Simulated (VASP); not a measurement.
# Nb (I4/mmm) in VASP: further runs, part 2 of 2

VASP 6.6.1. Earlier steps stand in the parts before.

## 3. Single point, r2SCAN (strain +0.0250 x Voigt [1, 0, 0, 0, 0, 0])

POSCAR

```
Nb
1.0
    0.0000000000      2.1150000000      2.1150000000
    2.1678750000      0.0000000000      2.1150000000
    2.1678750000      2.1150000000      0.0000000000
Nb
1
Direct
    0.0000000000      0.0000000000      0.0000000000
```

INCAR.step1

```
PREC = Accurate
ENCUT = 520
ISMEAR = 0
SIGMA = 0.15
LREAL = False
LASPH = True
NELM = 80
NBANDS = 12
GGA = PE
ALGO = Normal
EDIFF = 1E-4
LWAVE = True
LCHARG = False
```

INCAR.step2

```
PREC = Accurate
ENCUT = 520
EDIFF = 1E-7
ISMEAR = 0
SIGMA = 0.15
LREAL = False
LASPH = True
NELM = 80
ALGO = Normal
ISIF = 2
LWAVE = False
LCHARG = False
METAGGA = R2SCAN
LMIXTAU = True
NBANDS = 12
ISTART = 1
```

KPOINTS

```
Automatic mesh
0
Gamma
  20 20 20
```

Potentials or basis: VASP PAW PBE potentials, release 64 (Nb_sv).

Launch:

```sh
$ cat potpaw_PBE.64/Nb_sv/POTCAR > POTCAR
$ cp INCAR.step1 INCAR
$ mpirun -np 1 vasp_std > vasp.out
$ cp INCAR.step2 INCAR
$ mpirun -np 1 vasp_std > vasp.out
```

OUTCAR:

```text
PREC = Accurate
   ENCUT = 520
   EDIFF = 1E-7
   ISMEAR = 0
   LREAL = False
   LASPH = True
   NELM = 80
   ISIF = 2
   METAGGA = R2SCAN
   ISTART = 1

 ion  position               nearest neighbor table
   1  0.000  0.000  0.000-

  LATTYP: Found a body centered tetragonal cell.
 ALAT       =     2.9910616844
 C/A-ratio  =     1.4495689014

  Lattice vectors:

 A1 = (   2.1678750000,   0.0000000000,   2.1150000000)
 A2 = (   2.1678750000,   0.0000000000,  -2.1150000000)
 A3 = (  -2.1678750000,   2.1150000000,   0.0000000000)

Analysis of symmetry for initial positions (statically):
=====================================================================
 Subroutine PRICEL returns:
 Original cell was already a primitive cell.

 Routine SETGRP: Setting up the symmetry group for a
 body centered tetragonal supercell.

 Subroutine GETGRP returns: Found 16 space group operations
 (whereof 16 operations were pure point group operations)
 out of a pool of 16 trial point group operations.

The static configuration has the point symmetry D_4h.

Analysis of symmetry for dynamics (positions and initial velocities):
[... 158 lines left out ...]

 val. band max:       10.5082521940   @ k =   0.4000   0.0500   0.0000
 cond. band min:      10.5107584387   @ k =   0.2500   0.4000   0.0500
 fundamental gap:      0.0025062447
 Fermi energy:        10.5083069763

 k-point     1 :       0.0000    0.0000    0.0000
  band No.  band energies     occupation
      1     -46.1608      2.00000
      2     -20.8591      2.00000
      3     -20.8516      2.00000
      4     -20.8516      2.00000
      5       3.9851      2.00000
      6      10.4571      1.37053
      7      10.7805      0.01029
      8      10.7805      0.01029
      9      13.1606      0.00000
     10      13.5778      0.00000
     11      22.7262      0.00000
     12      27.2936      0.00000
[... 331 lines left out ...]
 k-point    24 :      -0.3500    0.0500   -0.0000
  band No.  band energies     occupation
      1     -46.0046      2.00000
      2     -21.8079      2.00000
      3     -21.0085      2.00000
      4     -20.9711      2.00000
      5       6.6218      2.00000
      6      10.3970      1.70599
      7      10.6090      0.34261
      8      10.9004      0.00022
      9      14.1608      0.00000
     10      14.8535      0.00000
     11      21.9118      0.00000
     12      24.3211      0.00000

 [... further k-points ...]
[... 5 lines left out ...]
  --------------------------------------------------------------------------------------
  -------------------------------------------------------------------------------------
  Total       -0.2874945     -0.9779684     -0.9779684      0.0000000      0.0000000      0.0000000
  in kB      -23.7495403    -80.7886677    -80.7886677      0.0000000      0.0000000      0.0000000
  external PRESSURE =     -61.7756253 kB  Pullay stress =       0.0000000 kB

 VOLUME and BASIS-vectors are now :
 -----------------------------------------------------------------------------
  energy-cutoff  :      520.00
  volume of cell :       19.39
      direct lattice vectors                 reciprocal lattice vectors
     0.000000000  2.115000000  2.115000000    -0.230640604  0.236406619  0.236406619
     2.167875000  0.000000000  2.115000000     0.230640604 -0.236406619  0.236406619
     2.167875000  2.115000000  0.000000000     0.230640604  0.236406619 -0.236406619

 POSITION                                       TOTAL-FORCE (eV/Angst)
 -----------------------------------------------------------------------------------
      0.00000      0.00000      0.00000         0.000000      0.000000      0.000000
 -----------------------------------------------------------------------------------
    total drift:                               -0.000000     -0.000000     -0.000000

  FREE ENERGIE OF THE ION-ELECTRON SYSTEM (eV)
  ---------------------------------------------------
  free  energy   TOTEN  =       -24.5114989628 eV

  energy  without entropy=      -24.4959518185  energy(sigma->0) =      -24.50372539
```

OSZICAR.step1:

```text
N       E                     dE             d eps       ncg     rms          rms(c)
DAV:   1     0.116450503853E+03    0.11645E+03   -0.72391E+03 15416   0.107E+03
DAV:   2    -0.548711787709E+01   -0.12194E+03   -0.11764E+03 16644   0.385E+02
DAV:   3    -0.100696353334E+02   -0.45825E+01   -0.43708E+01 22132   0.654E+01
DAV:   4    -0.103824480513E+02   -0.31281E+00   -0.31076E+00 21936   0.156E+01
DAV:   5    -0.103946448529E+02   -0.12197E-01   -0.12191E-01 22788   0.248E+00    0.637E+00
DAV:   6    -0.994626831694E+01    0.44838E+00   -0.70672E-01 24536   0.103E+01    0.223E+00
DAV:   7    -0.989239379094E+01    0.53875E-01   -0.20746E-01 25360   0.553E+00    0.101E+00
DAV:   8    -0.989657609265E+01   -0.41823E-02   -0.12726E-02 18456   0.147E+00    0.505E-02
DAV:   9    -0.989661168909E+01   -0.35596E-04   -0.92252E-04 26344   0.336E-01
   1 F= -.98966117E+01 E0= -.98880527E+01  d E =-.171180E-01
```

Run time: 2.7 min. Hardware: 1 thread of Intel Xeon 6975P-C (Granite Rapids), shared host; peak memory 0.26 GiB.

Results:

```yaml
Free_energy: -24.5115 eV
Pressure: -6.2 GPa
Band_gap_on_the_k_mesh: zero (an odd number of electrons rules out a gap without spin polarisation)
```

Levels at points of the mesh, in eV from the Fermi level:
```
           k point  band 3  band 4  band 5  band 6  band 7  band 8  band 9  band 10
(0.00, 0.00, 0.00)  -31.36  -31.36   -6.52   -0.05    0.27    0.27    2.65     3.07
(0.50, 0.00, 0.00)  -31.53  -31.49   -3.93   -0.13    0.21    1.14    4.64     4.78
(0.50, 0.50, 0.00)  -31.81  -31.75   -4.05   -3.36    3.59    4.74    5.07     5.34
(0.00, 0.50, 0.50)  -31.73  -31.73   -4.05   -3.34    3.14    4.80    5.20     5.20
```

Caveat: the cell differs from its parent crystal (strain +0.0250 x Voigt [1, 0, 0, 0, 0, 0]); the stress differs along the axes, from -8 to -2 GPa; the PAW data sets were made with another functional, which shifts forces and pressure a little.
